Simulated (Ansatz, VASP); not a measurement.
**LiF: VASP beside Ansatz**

INCAR

```
PREC = Accurate
ENCUT = 520
EDIFF = 1E-6
ISMEAR = 0
SIGMA = 0.05
LREAL = F
LASPH = T
NELM = 100
ALGO = Normal
ISIF = 2
LWAVE = F
LCHARG = T
GGA = PE
LELF = T
LVHAR = T
NBANDS = 12
```

Contents of KPOINTS:

```
regular mesh
0
Gamma
  10 10 10
```

POSCAR

```
LiF
1.0
    0.0000000000      1.9737200000      2.0140000000
    2.0140000000      0.0000000000      2.0140000000
    2.0140000000      1.9737200000      0.0000000000
Li F
1 1
Direct
    0.0000000000      0.0000000000      0.0000000000
    0.5000000000      0.5000000000      0.5000000000
```

Input for Ansatz:

```yaml
crystal:
  lattice:
    - [0.0, 1.97372, 2.014]
    - [2.014, 0.0, 2.014]
    - [2.014, 1.97372, 0.0]
  atoms:
    - { symbol: Li, position: [0.0, 0.0, 0.0] }
    - { symbol: F, position: [0.5, 0.5, 0.5] }
basis:
  ecutwfc: 420
kpoints:
  mp_grid: { grid: [10, 10, 10] }
hamiltonian:
  xc: pbe
scf:
  occupations: { method: gaussian, width: 0.05 }
output:
  forces: true
  stress: true
  eigenvalues: true
  write_density: true
  write_potential: true
  elf: true
  volumetric_format: npy
```

Change from the starting cell: strain -0.0200 x Voigt [0, 1, 0, 0, 0, 0], atoms carried along.

Alike in both runs: task single point; functional PBE; k mesh 10 × 10 × 10; occupations gaussian, width 0.05 eV; no spin polarisation.

```csv
,VASP,Ansatz
version,VASP 6.6.1,Ansatz 0.2.0
potentials or method,"VASP PAW PBE potentials, release 64 (Li_sv, F), cutoff 520 eV","scalar-relativistic, plane waves, PAW"
valence electrons in the cell,10,10
```

VASP gave:

* gap on the k mesh at the Fermi level (eV): 9.26
* least direct gap on the mesh (eV): 9.26

Task: What did Ansatz give for the same quantities?

Result: gap on the k mesh at the Fermi level (eV): 9.25; least direct gap on the mesh (eV): 9.25.

The functional is the same, so the differences come from potentials, cutoffs and numerics.

Noted on VASP's run: the cutoff is short for stress, so the pressure is rough.
